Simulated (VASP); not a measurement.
# RuBr2 (P-3m1) in VASP: further runs, part 2 of 2

VASP 6.6.1. The steps go on from the part before.

### Step 3. Single point, PBEsol (volume scaled by 0.980)

Input file INCAR:

```
SYSTEM = RuBr2
ALGO     = Normal         ! electronic algorithm
EDIFF    = 1E-6           ! SCF threshold, eV
ENCUT    = 520            ! plane-wave cutoff, eV
GGA      = PS             ! functional
ISIF     = 2              ! what is computed and relaxed
ISMEAR   = 0              ! smearing method
LASPH    = .TRUE.         ! aspherical terms in the spheres
LCHARG   = .FALSE.        ! write CHGCAR
LREAL    = .FALSE.        ! projectors in reciprocal space
LWAVE    = .FALSE.        ! write WAVECAR
NBANDS   = 21             ! bands
NELM     = 60             ! most SCF steps
PREC     = Accurate       ! precision mode
SIGMA    = 0.05           ! smearing width, eV
```

Input file KPOINTS:

```
k-points
0
G
  10 10 6
  0 0 0
```

Input file POSCAR:

```
RuBr2
1.0
    3.7198112563      0.0000000000      0.0000000000
   -1.8599056282      3.2214510452      0.0000000000
    0.0000000000      0.0000000000      5.6971252056
Ru Br
1 2
Direct
    0.0000000000      0.0000000000      0.0000000000
    0.3333333333      0.6666666667      0.2254415927
    0.6666666667      0.3333333333      0.7745584073
```

Potentials or basis: VASP PAW PBE potentials, release 64 (Ru_pv, Br).

The run is started by

```sh
> cat potpaw_PBE.64/Ru_pv/POTCAR potpaw_PBE.64/Br/POTCAR > POTCAR
> mpirun -np 1 vasp_std > vasp.out
```

OUTCAR:

```text
SYSTEM = RuBr2
   EDIFF = 1E-6
   ENCUT = 520
   GGA = PS
   ISIF = 2
   ISMEAR = 0
   LASPH = .TRUE.
   LREAL = .FALSE.
   NELM = 60
   PREC = Accurate

 ion  position               nearest neighbor table
   1  0.000  0.000  0.000-   2 2.50   3 2.50   2 2.50   3 2.50   3 2.50   2 2.50
   2  0.333  0.667  0.225-   1 2.50   1 2.50   1 2.50
   3  0.667  0.333  0.775-   1 2.50   1 2.50   1 2.50

  LATTYP: Found a hexagonal cell.
 ALAT       =     3.7198112563
 C/A-ratio  =     1.5315629781

  Lattice vectors:

 A1 = (   3.7198112563,   0.0000000000,   0.0000000000)
 A2 = (  -1.8599056282,   3.2214510452,   0.0000000000)
 A3 = (   0.0000000000,   0.0000000000,   5.6971252056)

Analysis of symmetry for initial positions (statically):
=====================================================================
 Subroutine PRICEL returns:
 Original cell was already a primitive cell.

 Routine SETGRP: Setting up the symmetry group for a
 hexagonal supercell.

 Subroutine GETGRP returns: Found 12 space group operations
 (whereof 12 operations were pure point group operations)
 out of a pool of 24 trial point group operations.

The static configuration has the point symmetry D_3d.

Analysis of symmetry for dynamics (positions and initial velocities):
=====================================================================
 Subroutine PRICEL returns:
 Original cell was already a primitive cell.

 Routine SETGRP: Setting up the symmetry group for a
 hexagonal supercell.

 Subroutine GETGRP returns: Found 12 space group operations
 (whereof 12 operations were pure point group operations)
 out of a pool of 24 trial point group operations.

The dynamic configuration has the point symmetry D_3d.

 Subroutine INISYM returns: Found 12 space group operations
 (whereof 12 operations are pure point group operations),
 and found     1 'primitive' translations

----------------------------------------------------------------------------------------

                                     Primitive cell

  volume of cell :      68.2697

  direct lattice vectors                    reciprocal lattice vectors
     3.719811256  0.000000000  0.000000000     0.268830844  0.155209560  0.000000000
    -1.859905628  3.221451045  0.000000000     0.000000000  0.310419120  0.000000000
     0.000000000  0.000000000  5.697125206     0.000000000  0.000000000  0.175527124

  length of vectors
     3.719811256  3.719811256  5.697125206     0.310419120  0.310419120  0.175527124

  position of ions in fractional coordinates (direct lattice)
     0.000000000  0.000000000  0.000000000
     0.333333333  0.666666667  0.225441593
     0.666666667  0.333333333  0.774558407

  ion indices of the primitive-cell ions
   primitive index   ion index
                 1           1
                 2           2
                 3           3

----------------------------------------------------------------------------------------

 KPOINTS: k-points

Automatic generation of k-mesh.
 Grid dimensions read from file:
 generate k-points for:   10   10    6

 Generating k-lattice:

  Cartesian coordinates                     Fractional coordinates (reciprocal lattice)
     0.026883084  0.015520956  0.000000000     0.100000000 -0.000000000  0.000000000
     0.000000000  0.031041912  0.000000000     0.000000000  0.100000000  0.000000000
     0.000000000  0.000000000  0.029254521     0.000000000  0.000000000  0.166666667

  Length of vectors
     0.031041912  0.031041912  0.029254521

  Shift w.r.t. Gamma in fractional coordinates (k-lattice)
     0.000000000  0.000000000  0.000000000

 Subroutine IBZKPT returns following result:
 ===========================================

 Found     72 irreducible k-points:

 Following reciprocal coordinates:
            Coordinates               Weight
  0.000000  0.000000  0.000000      1.000000
  0.100000 -0.000000  0.000000      6.000000
  0.200000 -0.000000  0.000000      6.000000
  0.300000  0.000000  0.000000      6.000000
  0.400000  0.000000  0.000000      6.000000
  0.500000 -0.000000  0.000000      3.000000
[... 16 lines left out ...]
  0.000000  0.400000  0.166667      6.000000
  0.500000 -0.000000  0.166667      6.000000
 [... further k-points ...]
   k-points           NKPTS =     72   k-points in BZ     NKDIM =     72   number of bands    NBANDS=     21
   number of dos      NEDOS =    301   number of ions     NIONS =      3
   total plane-waves  NPLWV =  32928
   dimension x,y,z NGX =    28 NGY =   28 NGZ =   42
   dimension x,y,z NGXF=    56 NGYF=   56 NGZF=   84
   ions per type =               1   2
   NGX,Y,Z   is equivalent  to a cutoff of  12.51, 12.51, 12.26 a.u.
   NGXF,Y,Z  is equivalent  to a cutoff of  25.03, 25.03, 24.51 a.u.
 SYSTEM =  RuBr2
   PREC   = accura    normal or accurate (medium, high low for compatibility)
   ISTART =      0    job   : 0-new  1-cont  2-samecut
   ICHARG =      2    charge: 1-file 2-atom 10-const
   ISPIN  =      1    spin polarized calculation?
   LNONCOLLINEAR =      F non collinear calculations
   LSORBIT =      F    spin-orbit coupling
   LASPH  =      T    aspherical Exc in radial PAW
   ENCUT  =  520.0 eV  38.22 Ry    6.18 a.u.   6.92  6.92 10.59*2*pi/ulx,y,z
   NELM   =     60;   NELMIN=  2; NELMDL= -5     # of ELM steps
   EDIFF  = 0.1E-05   stopping-criterion for ELM
   LREAL  =      F    real-space projection
   EDIFFG = 0.1E-04   stopping-criterion for IOM
   NSW    =      0    number of steps for IOM
   IBRION =     -1    ionic relax: 0-MD 1-quasi-New 2-CG
   NFREE  =      0    steps in history (QN), initial steepest desc. (CG)
   ISIF   =      2    stress and relaxation
   ISYM   =      2    0-nonsym 1-usesym 2-fastsym
   POTIM  = 0.5000    time-step for ionic-motion
   TEBEG  =    0.0;   TEEND  =   0.0 temperature during run
   PSTRESS=    0.0 pullay stress
   NELECT =      28.0000    total number of electrons
   NUPDOWN=      -1.0000    fix difference up-down
   EMIN   =  10.00;   EMAX   =-10.00  energy-range for DOS
   EFERMI =   0.00;   METHOD = LEGACY
   ISMEAR =     0;   SIGMA  =   0.05  broadening in eV -4-tet -1-fermi 0-gaus
   EFERMI_NEDOS =   21; number of points for ismear=-14 and -15
   IALGO  =     38    algorithm
   IMIX   =      4    mixing-type and parameters
     AMIX     =   0.40;   BMIX     =  1.00
     AMIX_MAG =   1.60;   BMIX_MAG =  1.00
  volume/ion in A,a.u.               =      22.76       153.57
  Fermi-wavevector in a.u.,A,eV,Ry     =   1.216330  2.298531 20.129259  1.479459
  Thomas-Fermi vector in A             =   2.351688
   LORBIT       =      0    0 simple, 1 ext, 2 COOP (PROOUT), +10 PAW based schemes
   GGA     = PS    functional components
   LHFCALC =     F    Hartree Fock is set to
   AEXX    =    0.0000 exact exchange contribution
   IVDW    =     0    specifies the selected vdW correction
   LEPSILON=     F    determine dielectric tensor
   LRPA    =     F    only Hartree local field effects (RPA)
 non-spin polarized calculation
 Gauss-broadening in eV      SIGMA  =   0.05
  energy-cutoff  :      520.00
  volume of cell :       68.27
 maximum number of plane-waves:      1860
   NGX = 13   NGY = 13   NGZ = 21

 number of electron      28.0000011 magnetization

 Free energy of the ion-electron system (eV)
  ---------------------------------------------------
  ext. energy  EPLUGINS =         0.00000000
  ---------------------------------------------------
  free energy    TOTEN  =       -14.11445679 eV

  energy without entropy =      -14.11445679  energy(sigma->0) =      -14.11445679

 E-fermi :   5.3016     XC(G=0): -10.0407

 val. band max:        4.9922443576   @ k =   0.0000   0.2000   0.3333
 cond. band min:       5.7825153488   @ k =   0.0000   0.3000   0.3333
 fundamental gap:      0.7902709912
 Fermi energy:         5.3016493452

 k-point     1 :       0.0000    0.0000    0.0000
  band No.  band energies     occupation
      1     -37.0947      2.00000
      2     -37.0947      2.00000
      3     -37.0314      2.00000
      4     -12.2845      2.00000
      5     -10.9927      2.00000
      6      -1.7842      2.00000
[... 13 lines left out ...]
     20      12.8631      0.00000
     21      15.3545      0.00000
[... 529 lines left out ...]
 k-point    24 :       0.5000   -0.0000    0.1667
  band No.  band energies     occupation
      1     -37.1295      2.00000
      2     -37.1027      2.00000
      3     -37.0249      2.00000
      4     -11.2962      2.00000
      5     -11.2351      2.00000
      6      -1.9649      2.00000
[... 13 lines left out ...]
     20      13.3189      0.00000
     21      13.9771      0.00000

 [... further k-points ...]

------------------------ aborting loop because EDIFF is reached ----------------------------------------

  FORCE on cell =-STRESS in cart. coord.  units (eV):
  Direction    XX          YY          ZZ          XY          YZ          ZX
  --------------------------------------------------------------------------------------
  -------------------------------------------------------------------------------------
  Total        0.1790688      0.1790688      0.1168935     -0.0000000      0.0000000      0.0000000
  in kB        4.2024482      4.2024482      2.7432957     -0.0000000      0.0000000      0.0000000
  external PRESSURE =       3.7160641 kB  Pullay stress =       0.0000000 kB

 VOLUME and BASIS-vectors are now :
 -----------------------------------------------------------------------------
  energy-cutoff  :      520.00
  volume of cell :       68.27
      direct lattice vectors                 reciprocal lattice vectors
     3.719811256  0.000000000  0.000000000     0.268830844  0.155209560  0.000000000
    -1.859905628  3.221451045  0.000000000     0.000000000  0.310419120  0.000000000
     0.000000000  0.000000000  5.697125206     0.000000000  0.000000000  0.175527124

 POSITION                                       TOTAL-FORCE (eV/Angst)
 -----------------------------------------------------------------------------------
      0.00000      0.00000      0.00000         0.000000      0.000000      0.000000
     -0.00000      2.14763      1.28437         0.000000     -0.000000      0.012711
      1.85991      1.07382      4.41276        -0.000000      0.000000     -0.012711
 -----------------------------------------------------------------------------------
    total drift:                               -0.000000     -0.000000      0.000000

  FREE ENERGIE OF THE ION-ELECTRON SYSTEM (eV)
  ---------------------------------------------------
  free  energy   TOTEN  =       -14.1144567944 eV

  energy  without entropy=      -14.1144567944  energy(sigma->0) =      -14.11445679
```

Run time: 2.2 min. Hardware: 1 thread of Oxide Virtual Turin-like, shared host; peak memory 0.21 GiB.

What came out:

```yaml
Free_energy: -14.1145 eV
Pressure: 0.4 GPa
Largest_force: 0.013 eV/Å
Band_gap_on_the_k_mesh: 0.79 eV, indirect (least direct gap 0.87 eV)
```

Forces in eV/Å, atoms in the order of the input:
```
Ru   0.000  0.000  0.000
Br   0.000  0.000  0.013
Br   0.000  0.000 -0.013
```

Caveat: the cell differs from its parent crystal (volume scaled by 0.980); the PAW data sets were made with another functional, which shifts forces and pressure a little; this functional lacks dispersion, which binds the layers, so the pressure and a relaxed spacing across them are unreliable. A k mesh can miss the band edges.

### Step 4. Single point, PBEsol

This run uses another cell than the first one, of 23.22 Å³/atom, 1.042 times its volume.

Input file INCAR:

```
SYSTEM = RuBr2
  ALGO = Normal
  EDIFF = 1E-6
  ENCUT = 520
  GGA = PS
  ISIF = 2
  ISMEAR = 0
  LASPH = .True.
  LCHARG = .False.
  LREAL = .False.
  LWAVE = .False.
  NBANDS = 21
  NELM = 80
  PREC = Accurate
  SIGMA = 0.05
```

Input file KPOINTS:

```
k-points
0
Gamma
  10 10 6
  0 0 0
```

Input file POSCAR:

```
RuBr2
1.0
    3.7242458787      0.0000000000      0.0000000000
   -1.8621229394      3.2252915409      0.0000000000
    0.0000000000      0.0000000000      5.7995567870
Ru Br
1 2
Direct
    0.0000000000      0.0000000000      0.0000000000
    0.3333333333      0.6666666667      0.2214045506
    0.6666666667      0.3333333333      0.7785954494
```

The run is started by

```sh
> cat potpaw_PBE.64/Ru_pv/POTCAR potpaw_PBE.64/Br/POTCAR > POTCAR
> mpirun -np 1 vasp_std > vasp.out
```

It took 2.5 min on 1 thread of Oxide Virtual Turin-like, shared host; peak memory 0.21 GiB.

The run converged. Its results:

```yaml
Free_energy: -14.1156 eV
Pressure: 0.1 GPa
Largest_force: 0.012 eV/Å
Band_gap_on_the_k_mesh: 0.81 eV, indirect (least direct gap 0.87 eV)
```

Forces in eV/Å, atoms in the order of the input:
```
Ru   0.000  0.000  0.000
Br   0.000  0.000  0.012
Br   0.000  0.000 -0.012
```

Levels at points of the mesh, in eV from the valence-band top:
```tsv
k point	band 11	band 12	band 13	band 14	band 15	band 16	band 17	band 18
(0.00, 0.00, 0.00)	-2.37	-1.42	-1.42	-0.41	1.79	1.79	3.34	4.14
(0.50, 0.00, 0.00)	-4.23	-1.30	-0.68	-0.54	1.66	1.94	5.30	5.38
(0.00, 0.00, 0.50)	-2.87	-1.43	-1.43	-0.28	1.98	1.98	4.52	5.45
(0.50, 0.00, 0.50)	-3.38	-1.36	-0.69	-0.53	1.66	1.82	4.61	4.88
```

Caveat: the PAW data sets were made with another functional, which shifts forces and pressure a little; this functional lacks dispersion, which binds the layers, so the pressure and a relaxed spacing across them are unreliable. A k mesh can miss the band edges.

### Step 5. Overview

| cell | gap on the mesh (eV) | pressure (GPa) | largest force (eV/Å) |
| --- | --- | --- | --- |
| a = 3.718, b = 3.718, c = 5.587 Å, angles 90.0, 90.0, 120.0°, 3 atoms | 0.77 | 0.7 | 0.01 |
| a = 3.720, b = 3.720, c = 5.697 Å, angles 90.0, 90.0, 120.0°, 3 atoms | 0.79 | 0.4 | 0.01 |
| a = 3.724, b = 3.724, c = 5.800 Å, angles 90.0, 90.0, 120.0°, 3 atoms | 0.81 | 0.1 | 0.01 |

Alike in all rows: task single point; level PBEsol; potentials or basis VASP PAW PBE potentials, release 64 (Ru_pv, Br); no spin polarisation; k mesh 10 × 10 × 6; cutoff (eV) 520; smearing gaussian 0.05 eV.

Caveats: the PAW data sets were made with another functional, which shifts forces and pressure a little; this functional lacks dispersion, which binds the layers, so the pressure and a relaxed spacing across them are unreliable.

Total energies depend on the potentials used, so only differences within one code and one set of settings carry meaning.
